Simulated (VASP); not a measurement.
# FeGe (P1) in VASP: a series of runs

Runs on FeGe. Level: r2SCAN. Tasks: single point.

Program: VASP 6.6.1. These are calculated values, not measurements. Logs are shortened: lines on timing, memory, paths and dates and some standing lists are left out, and cuts for length are marked.

## 1. The cell of the first run

The typed cell holds 2 atoms: a = 3.016 Å, b = 3.016 Å, c = 3.016 Å, α = 90.00°, β = 90.00°, γ = 90.00°.

## 2. Single point, r2SCAN, collinear spin, ferromagnetic start

Contents of POSCAR:

```
FeGe
1.0
    3.0161694870      0.0000000000      0.0000000000
    0.0000000000      3.0161694870      0.0000000000
    0.0000000000      0.0000000000      3.0161694870
Fe Ge
1 1
Direct
    0.0000000000      0.0000000000      0.0000000000
    0.4633440200      0.4507515000      0.4535288900
```

Contents of INCAR.step1:

```
SYSTEM = FeGe
PREC = Accurate
ENCUT = 520
ISMEAR = 0
SIGMA = 0.05
LREAL = .False.
LASPH = .True.
NELM = 150
ISPIN = 2
MAGMOM = 4 0
LMAXMIX = 4
NBANDS = 22
GGA = PE
ALGO = Normal
EDIFF = 1E-4
LWAVE = .True.
LCHARG = .False.
```

Contents of INCAR.step2:

```
SYSTEM = FeGe
PREC = Accurate
ENCUT = 520
EDIFF = 1E-6
ISMEAR = 0
SIGMA = 0.05
LREAL = .False.
LASPH = .True.
NELM = 150
ALGO = Normal
ISIF = 2
LWAVE = .False.
LCHARG = .False.
ISPIN = 2
MAGMOM = 4 0
LORBIT = 11
LMAXMIX = 4
METAGGA = R2SCAN
LMIXTAU = .True.
NBANDS = 22
ISTART = 1
```

Contents of KPOINTS:

```
regular mesh
0
Gamma
  3 3 3
  0 0 0
```

Potentials or basis: VASP PAW PBE potentials, release 64 (Fe, Ge_d).

Run with:

```
> cat potpaw_PBE.64/Fe/POTCAR potpaw_PBE.64/Ge_d/POTCAR > POTCAR
> cp INCAR.step1 INCAR
> mpirun -np 1 vasp_std > vasp.out
> cp INCAR.step2 INCAR
> mpirun -np 1 vasp_std > vasp.out
```

OUTCAR:

```text
SYSTEM = FeGe
   PREC = Accurate
   ENCUT = 520
   EDIFF = 1E-6
   ISMEAR = 0
   LREAL = .False.
   LASPH = .True.
   NELM = 150
   ISIF = 2
   ISPIN = 2
   LORBIT = 11
   METAGGA = R2SCAN
   ISTART = 1

 ion  position               nearest neighbor table
   1  0.000  0.000  0.000-   2 2.38   2 2.52   2 2.55   2 2.56   2 2.68   2 2.69   2 2.72   2 2.84

   2  0.463  0.451  0.454-   1 2.38   1 2.52   1 2.55   1 2.56   1 2.68   1 2.69   1 2.72   1 2.84

  LATTYP: Found a simple cubic cell.
 ALAT       =     3.0161694870

  Lattice vectors:

 A1 = (   3.0161694870,   0.0000000000,   0.0000000000)
 A2 = (   0.0000000000,   3.0161694870,   0.0000000000)
 A3 = (   0.0000000000,   0.0000000000,   3.0161694870)

Analysis of symmetry for initial positions (statically):
=====================================================================
 Subroutine PRICEL returns:
 Original cell was already a primitive cell.

 Routine SETGRP: Setting up the symmetry group for a
 simple cubic supercell.

 Subroutine GETGRP returns: Found  1 space group operations
 (whereof  1 operations were pure point group operations)
 out of a pool of 48 trial point group operations.

The static configuration has the point symmetry C_1 .

Analysis of symmetry for dynamics (positions and initial velocities):
=====================================================================
 Subroutine PRICEL returns:
 Original cell was already a primitive cell.

 Routine SETGRP: Setting up the symmetry group for a
 simple cubic supercell.

 Subroutine GETGRP returns: Found  1 space group operations
 (whereof  1 operations were pure point group operations)
 out of a pool of 48 trial point group operations.

The dynamic configuration has the point symmetry C_1 .

Analysis of structural, dynamic, and magnetic symmetry:
=====================================================================
 Subroutine PRICEL returns:
 Original cell was already a primitive cell.

 Routine SETGRP: Setting up the symmetry group for a
 simple cubic supercell.

 Subroutine GETGRP returns: Found  1 space group operations
 (whereof  1 operations were pure point group operations)
 out of a pool of 48 trial point group operations.

The overall configuration has the point symmetry C_1 .

 Subroutine INISYM returns: Found  1 space group operations
 (whereof  1 operations are pure point group operations),
 and found     1 'primitive' translations

----------------------------------------------------------------------------------------

                                     Primitive cell

  volume of cell :      27.4389

  direct lattice vectors                    reciprocal lattice vectors
     3.016169487  0.000000000  0.000000000     0.331546355  0.000000000  0.000000000
     0.000000000  3.016169487  0.000000000     0.000000000  0.331546355  0.000000000
     0.000000000  0.000000000  3.016169487     0.000000000  0.000000000  0.331546355

  length of vectors
     3.016169487  3.016169487  3.016169487     0.331546355  0.331546355  0.331546355

  position of ions in fractional coordinates (direct lattice)
     0.000000000  0.000000000  0.000000000
     0.463344020  0.450751500  0.453528890

  ion indices of the primitive-cell ions
   primitive index   ion index
                 1           1
                 2           2

----------------------------------------------------------------------------------------

 KPOINTS: regular mesh

Automatic generation of k-mesh.
 Grid dimensions read from file:
 generate k-points for:    3    3    3

 Generating k-lattice:

  Cartesian coordinates                     Fractional coordinates (reciprocal lattice)
     0.110515452  0.000000000  0.000000000     0.333333333  0.000000000  0.000000000
     0.000000000  0.110515452  0.000000000     0.000000000  0.333333333  0.000000000
     0.000000000  0.000000000  0.110515452     0.000000000  0.000000000  0.333333333

  Length of vectors
     0.110515452  0.110515452  0.110515452

  Shift w.r.t. Gamma in fractional coordinates (k-lattice)
     0.000000000  0.000000000  0.000000000

 Subroutine IBZKPT returns following result:
 ===========================================

 Found     14 irreducible k-points:

 Following reciprocal coordinates:
            Coordinates               Weight
  0.000000  0.000000  0.000000      1.000000
  0.333333  0.000000  0.000000      2.000000
  0.000000  0.333333  0.000000      2.000000
  0.000000  0.000000  0.333333      2.000000
  0.333333  0.333333  0.000000      2.000000
  0.000000  0.333333  0.333333      2.000000
  0.333333  0.000000  0.333333      2.000000
 -0.333333  0.333333  0.000000      2.000000
 -0.333333  0.000000  0.333333      2.000000
  0.000000 -0.333333  0.333333      2.000000
  0.333333  0.333333  0.333333      2.000000
 -0.333333  0.333333  0.333333      2.000000
 -0.333333 -0.333333  0.333333      2.000000
  0.333333 -0.333333  0.333333      2.000000
   k-points           NKPTS =     14   k-points in BZ     NKDIM =     14   number of bands    NBANDS=     22
   number of dos      NEDOS =    301   number of ions     NIONS =      2
   total plane-waves  NPLWV =  13824
   dimension x,y,z NGX =    24 NGY =   24 NGZ =   24
   dimension x,y,z NGXF=    48 NGYF=   48 NGZF=   48
   ions per type =               1   1
   NGX,Y,Z   is equivalent  to a cutoff of  13.23, 13.23, 13.23 a.u.
   NGXF,Y,Z  is equivalent  to a cutoff of  26.46, 26.46, 26.46 a.u.
 SYSTEM =  FeGe
   PREC   = accura    normal or accurate (medium, high low for compatibility)
   ISTART =      1    job   : 0-new  1-cont  2-samecut
   ICHARG =      0    charge: 1-file 2-atom 10-const
   ISPIN  =      2    spin polarized calculation?
   LNONCOLLINEAR =      F non collinear calculations
   LSORBIT =      F    spin-orbit coupling
   LASPH  =      T    aspherical Exc in radial PAW
   ENCUT  =  520.0 eV  38.22 Ry    6.18 a.u.   5.61  5.61  5.61*2*pi/ulx,y,z
   NELM   =    150;   NELMIN=  2; NELMDL=  0     # of ELM steps
   EDIFF  = 0.1E-05   stopping-criterion for ELM
   LREAL  =      F    real-space projection
   EDIFFG = 0.1E-04   stopping-criterion for IOM
   NSW    =      0    number of steps for IOM
   IBRION =     -1    ionic relax: 0-MD 1-quasi-New 2-CG
   NFREE  =      0    steps in history (QN), initial steepest desc. (CG)
   ISIF   =      2    stress and relaxation
   ISYM   =      2    0-nonsym 1-usesym 2-fastsym
   POTIM  = 0.5000    time-step for ionic-motion
   TEBEG  =    0.0;   TEEND  =   0.0 temperature during run
   PSTRESS=    0.0 pullay stress
   NELECT =      22.0000    total number of electrons
   NUPDOWN=      -1.0000    fix difference up-down
   EMIN   =  10.00;   EMAX   =-10.00  energy-range for DOS
   EFERMI =   0.00;   METHOD = LEGACY
   ISMEAR =     0;   SIGMA  =   0.05  broadening in eV -4-tet -1-fermi 0-gaus
   EFERMI_NEDOS =   21; number of points for ismear=-14 and -15
   IALGO  =     38    algorithm
   IMIX   =      4    mixing-type and parameters
     AMIX     =   0.40;   BMIX     =  1.00
     AMIX_MAG =   1.60;   BMIX_MAG =  1.00
  volume/ion in A,a.u.               =      13.72        92.58
  Fermi-wavevector in a.u.,A,eV,Ry     =   1.520874  2.874036 31.471073  2.313059
  Thomas-Fermi vector in A             =   2.629666
   LORBIT       =     11    0 simple, 1 ext, 2 COOP (PROOUT), +10 PAW based schemes
   METAGGA = R2SCAN    functional components
   LHFCALC =     F    Hartree Fock is set to
   AEXX    =    0.0000 exact exchange contribution
   IVDW    =     0    specifies the selected vdW correction
   LEPSILON=     F    determine dielectric tensor
   LRPA    =     F    only Hartree local field effects (RPA)
 spin polarized calculation
 Gauss-broadening in eV      SIGMA  =   0.05
  energy-cutoff  :      520.00
  volume of cell :       27.44
 maximum number of plane-waves:       748
 NGX is ok and might be reduce to    24
   NGX = 11   NGY = 11   NGZ = 11

 number of electron      22.0000004 magnetization       1.9259389

 Free energy of the ion-electron system (eV)
  ---------------------------------------------------
  ext. energy  EPLUGINS =         0.00000000
  ---------------------------------------------------
  free energy    TOTEN  =       -27.45857467 eV

  energy without entropy =      -27.45672234  energy(sigma->0) =      -27.45764851

 E-fermi :   7.2504     XC(G=0): -13.7531

 val. band max:        7.2260060619   @ k =   0.3333   0.3333   0.0000
 cond. band min:       7.4077740552   @ k =   0.0000   0.0000   0.0000
 fundamental gap:      0.1817679934
 Fermi energy:         7.2504419325

 spin component 1

 k-point     1 :       0.0000    0.0000    0.0000
  band No.  band energies     occupation
      1     -17.7615      1.00000
      2     -17.7609      1.00000
      3     -17.6788      1.00000
      4     -17.6706      1.00000
      5     -17.6699      1.00000
      6      -5.9771      1.00000
[... 14 lines left out ...]
     21      29.1314      0.00000
     22      29.1487      0.00000
[... 301 lines left out ...]
 k-point    14 :       0.3333   -0.3333    0.3333
  band No.  band energies     occupation
      1     -17.7251      1.00000
      2     -17.7204      1.00000
      3     -17.7175      1.00000
      4     -17.6494      1.00000
      5     -17.6487      1.00000
      6      -1.1821      1.00000
[... 14 lines left out ...]
     21      31.7359      0.00000
     22      34.7428      0.00000
 Fermi energy:         7.2504419325

 spin component 2

 k-point     1 :       0.0000    0.0000    0.0000
  band No.  band energies     occupation
      1     -17.7539      1.00000
      2     -17.7537      1.00000
      3     -17.6621      1.00000
      4     -17.6585      1.00000
      5     -17.6582      1.00000
      6      -6.1061      1.00000
[... 14 lines left out ...]
     21      29.8186      0.00000
     22      29.8213      0.00000
[... 302 lines left out ...]
  band No.  band energies     occupation
      1     -17.7116      1.00000
      2     -17.7090      1.00000
      3     -17.7074      1.00000
      4     -17.6385      1.00000
      5     -17.6384      1.00000
      6      -1.1590      1.00000
[... 14 lines left out ...]
     21      32.2558      0.00000
     22      34.8504      0.00000

------------------------ aborting loop because EDIFF is reached ----------------------------------------

  FORCE on cell =-STRESS in cart. coord.  units (eV):
  Direction    XX          YY          ZZ          XY          YZ          ZX
  --------------------------------------------------------------------------------------
  -------------------------------------------------------------------------------------
  Total       -0.7547553     -0.8512005     -0.8520851      0.4085970      0.5215910      0.3914743
  in kB      -44.0706601    -49.7021534    -49.7538083     23.8582443     30.4560412     22.8584418
  external PRESSURE =     -47.8422073 kB  Pullay stress =       0.0000000 kB

 VOLUME and BASIS-vectors are now :
 -----------------------------------------------------------------------------
  energy-cutoff  :      520.00
  volume of cell :       27.44
      direct lattice vectors                 reciprocal lattice vectors
     3.016169487  0.000000000  0.000000000     0.331546355  0.000000000  0.000000000
     0.000000000  3.016169487  0.000000000     0.000000000  0.331546355  0.000000000
     0.000000000  0.000000000  3.016169487     0.000000000  0.000000000  0.331546355

 POSITION                                       TOTAL-FORCE (eV/Angst)
 -----------------------------------------------------------------------------------
      0.00000      0.00000      0.00000        -0.461058     -0.596115     -0.568631
      1.39752      1.35954      1.36792         0.461058      0.596115      0.568631
 -----------------------------------------------------------------------------------
    total drift:                               -0.005605      0.005659      0.004834

  FREE ENERGIE OF THE ION-ELECTRON SYSTEM (eV)
  ---------------------------------------------------
  free  energy   TOTEN  =       -27.4585746709 eV

  energy  without entropy=      -27.4567223446  energy(sigma->0) =      -27.45764851

 total charge

# of ion       s       p       d       tot
------------------------------------------
    1        0.389   0.409   6.333   7.130
    2        1.139   1.204  10.078  12.421
--------------------------------------------------
tot          1.528   1.613  16.410  19.551

 magnetization (x)

# of ion       s       p       d       tot
------------------------------------------
    1        0.010   0.009   1.951   1.970
    2        0.049  -0.043  -0.011  -0.005
--------------------------------------------------
tot          0.059  -0.034   1.939   1.965
```

Run time: 69 s. Hardware: 1 thread of Intel Xeon 6975P-C (Granite Rapids), shared host; peak memory 0.15 GiB.

Results:

* Free energy: -27.4586 eV
* Pressure: -4.8 GPa
* Largest force: 0.944 eV/Å
* Net moment: 1.93 μB per cell
* Site moments: Fe +1.97; Ge -0.01 μB
* Valence electrons inside the program's atomic spheres: Fe 7.13; Ge 12.42

Forces on the atoms (eV/Å):
```
Fe  -0.461 -0.596 -0.569
Ge   0.461  0.596  0.569
```

Caveat: the k points lie up to 0.69 Å⁻¹ apart; the PAW data sets were made with another functional, which shifts forces and pressure a little.

## 3. Single point, r2SCAN, collinear spin, ferromagnetic start

Contents of POSCAR:

```
FeGe
1.0
    3.0161690670      0.0000000000      0.0000000000
    0.0000000000      3.0161690670      0.0000000000
    0.0000000000      0.0000000000      3.0161690670
Fe Ge
1 1
Direct
    0.0000000000      0.0000000000      0.0000000000
    0.4633440200      0.4507515000      0.4535288900
```

Contents of INCAR.step1:

```
PREC = Accurate
ENCUT = 520
ISMEAR = 0
SIGMA = 0.05
LREAL = F
LASPH = T
NELM = 150
ISPIN = 2
MAGMOM = 4 0
LMAXMIX = 4
NBANDS = 22
GGA = PE
ALGO = Normal
EDIFF = 1E-4
LWAVE = T
LCHARG = F
```

Contents of INCAR.step2:

```
PREC = Accurate
ENCUT = 520
EDIFF = 1E-7
ISMEAR = 0
SIGMA = 0.05
LREAL = F
LASPH = T
NELM = 150
ALGO = Normal
ISIF = 2
LWAVE = F
LCHARG = T
ISPIN = 2
MAGMOM = 4 0
LORBIT = 11
LMAXMIX = 4
METAGGA = R2SCAN
LMIXTAU = T
LELF = T
LVHAR = T
NBANDS = 22
ISTART = 1
```

Contents of KPOINTS:

```
regular mesh
0
Gamma
  3 3 3
```

Potentials or basis: VASP PAW PBE potentials, release 64 (Fe, Ge_d).

Run with:

```
> cat potpaw_PBE.64/Fe/POTCAR potpaw_PBE.64/Ge_d/POTCAR > POTCAR
> cp INCAR.step1 INCAR
> mpirun -np 1 vasp_std > vasp.out
> cp INCAR.step2 INCAR
> mpirun -np 1 vasp_std > vasp.out
```

Run time: 80 s. Hardware: 1 thread of Intel Xeon 6975P-C (Granite Rapids), shared host; peak memory 0.17 GiB.

The run converged. Its results:

```yaml
Free_energy: -27.4586 eV
Pressure: -4.8 GPa
Largest_force: 0.944 eV/Å
Net_moment: 1.93 μB per cell
Site_moments: Fe +1.97; Ge -0.01 μB
Valence_electrons_inside_the_program's_atomic_spheres: Fe 7.13; Ge 12.42
```

Forces on the atoms (eV/Å):
```
Fe  -0.461 -0.596 -0.568
Ge   0.461  0.596  0.568
```

Stress tensor (GPa, compression positive):
```
-4.41  2.38  2.29
 2.38 -4.98  3.05
 2.29  3.05 -5.00
```

Levels at points of the mesh, in eV from the Fermi level:
Spin up:
| k point | band 8 | band 9 | band 10 | band 11 | band 12 | band 13 | band 14 | band 15 | band 16 | band 17 |
| --- | --- | --- | --- | --- | --- | --- | --- | --- | --- | --- |
| (0.00, 0.00, 0.00) | -3.73 | -1.72 | -1.68 | -1.67 | 3.13 | 3.19 | 3.23 | 8.52 | 9.11 | 9.16 |
Spin down:
```
           k point  band 6  band 7  band 8  band 9  band 10  band 11  band 12  band 13  band 14  band 15
(0.00, 0.00, 0.00)  -13.36   -1.28   -1.25    0.16     0.40     0.42     3.28     3.34     3.36     9.24
```

Caveat: the k points lie up to 0.69 Å⁻¹ apart; the PAW data sets were made with another functional, which shifts forces and pressure a little.

## 4. Single point, r2SCAN, collinear spin, ferromagnetic start

Contents of POSCAR:

```
FeGe
1.0
    3.0161735380      0.0000000000      0.0000000000
    0.0000000000      3.0161735380      0.0000000000
    0.0000000000      0.0000000000      3.0161735380
Fe Ge
1 1
Direct
    0.0000000000      0.0000000000      0.0000000000
    0.4633440200      0.4507515000      0.4535288900
```

Contents of INCAR.step1:

```
SYSTEM = FeGe
PREC = Accurate
ENCUT = 520
ISMEAR = 0
SIGMA = 0.05
LREAL = .FALSE.
LASPH = .TRUE.
NELM = 150
ISPIN = 2
MAGMOM = 4 0
LMAXMIX = 4
NBANDS = 22
GGA = PE
ALGO = Normal
EDIFF = 1E-4
LWAVE = .TRUE.
LCHARG = .FALSE.
```

Contents of INCAR.step2:

```
SYSTEM = FeGe
PREC = Accurate
ENCUT = 520
EDIFF = 1E-7
ISMEAR = 0
SIGMA = 0.05
LREAL = .FALSE.
LASPH = .TRUE.
NELM = 150
ALGO = Normal
ISIF = 2
LWAVE = .FALSE.
LCHARG = .FALSE.
ISPIN = 2
MAGMOM = 4 0
LORBIT = 11
LMAXMIX = 4
METAGGA = R2SCAN
LMIXTAU = .TRUE.
NBANDS = 22
ISTART = 1
```

Contents of KPOINTS:

```
Automatic mesh
0
G
  3 3 3
  0 0 0
```

Run with:

```
> cat potpaw_PBE.64/Fe/POTCAR potpaw_PBE.64/Ge_d/POTCAR > POTCAR
> cp INCAR.step1 INCAR
> mpirun -np 1 vasp_std > vasp.out
> cp INCAR.step2 INCAR
> mpirun -np 1 vasp_std > vasp.out
```

Wall time 69 s (1 thread of Intel Xeon 6975P-C (Granite Rapids), shared host); peak memory 0.16 GiB.

The run converged. Its results:

```
Free energy                                           : -27.4586 eV
Pressure                                              : -4.8 GPa
Largest force                                         : 0.944 eV/Å
Net moment                                            : 1.93 μB per cell
Site moments                                          : Fe +1.97; Ge -0.01 μB
Valence electrons inside the program's atomic spheres : Fe 7.13; Ge 12.42
```

Forces in eV/Å, atoms in the order of the input:
```
Fe  -0.461 -0.596 -0.568
Ge   0.461  0.596  0.568
```

Stress tensor (GPa, compression positive):
```
-4.41  2.38  2.29
 2.38 -4.98  3.05
 2.29  3.05 -5.00
```

Levels at points of the mesh, in eV from the Fermi level:
Spin up:
```tsv
k point	band 9	band 10	band 11	band 12	band 13	band 14	band 15	band 16
(0.00, 0.00, 0.00)	-1.72	-1.68	-1.67	3.13	3.19	3.23	8.52	9.11
```
Spin down:
| k point | band 6 | band 7 | band 8 | band 9 | band 10 | band 11 | band 12 | band 13 | band 14 | band 15 |
| --- | --- | --- | --- | --- | --- | --- | --- | --- | --- | --- |
| (0.00, 0.00, 0.00) | -13.36 | -1.28 | -1.25 | 0.16 | 0.40 | 0.42 | 3.28 | 3.34 | 3.36 | 9.24 |

Caveat: the k points lie up to 0.69 Å⁻¹ apart; the PAW data sets were made with another functional, which shifts forces and pressure a little.

(Continued in part 2 of 2.)
